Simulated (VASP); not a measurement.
Here is a VASP 6.6.1 calculation.

INCAR

```
PREC     = Accurate       # precision mode
ENCUT    = 500            # plane-wave cutoff, eV
EDIFF    = 1E-6           # SCF threshold, eV
ISMEAR   = 0              # smearing method
SIGMA    = 0.1            # smearing width, eV
LREAL    = False          # projectors in reciprocal space
LASPH    = True           # aspherical terms in the spheres
NELM     = 120            # most SCF steps
ALGO     = Normal         # electronic algorithm
ISIF     = 2              # what is computed and relaxed
LWAVE    = False          # write WAVECAR
LCHARG   = False          # write CHGCAR
GGA      = PE             # functional
NBANDS   = 48             # bands
GGA_COMPAT= False
```

KPOINTS

```
Automatic mesh
0
Gamma
  10 4 10
```

The input POSCAR:

```
HfSi2
1.0
    3.6088842324      0.0000000000      0.0000000000
    0.0000000000     14.3001601080      0.0000000000
    0.0000000000      0.0000000000      3.7037094876
Hf Si
4 8
Direct
    0.0000000000      0.1050742982      0.2500000000
    0.5000000000      0.3949257018      0.7500000000
    0.5000000000      0.6050742982      0.2500000000
    0.0000000000      0.8949257018      0.7500000000
    0.0000000000      0.4455595234      0.2500000000
    0.5000000000      0.0544404766      0.7500000000
    0.5000000000      0.2501194898      0.2500000000
    0.0000000000      0.2498805102      0.7500000000
    0.5000000000      0.9455595234      0.2500000000
    0.0000000000      0.5544404766      0.7500000000
    0.0000000000      0.7501194898      0.2500000000
    0.5000000000      0.7498805102      0.7500000000
```

Potentials or basis: VASP PAW PBE potentials, release 64 (Hf_pv, Si).

The run is started by

```bash
$ cat potpaw_PBE.64/Hf_pv/POTCAR potpaw_PBE.64/Si/POTCAR > POTCAR
$ mpirun -np 1 vasp_std > vasp.out
```

(1) Predict the largest force.

(2) Estimate the pressure.

(3) Predict the band gap on the k mesh.

Results:

(1) 0.105 eV/Å.

(2) 3.6 GPa.

(3) zero (bands 36 and 37 overlap by 1.12 eV).

Caveat: the cell differs from its parent crystal (biaxial strain in the a-b plane: -2.0 %); the stress differs along the axes, from 0 to 6 GPa; spin-orbit coupling is left out, which moves the levels of the heavy elements.
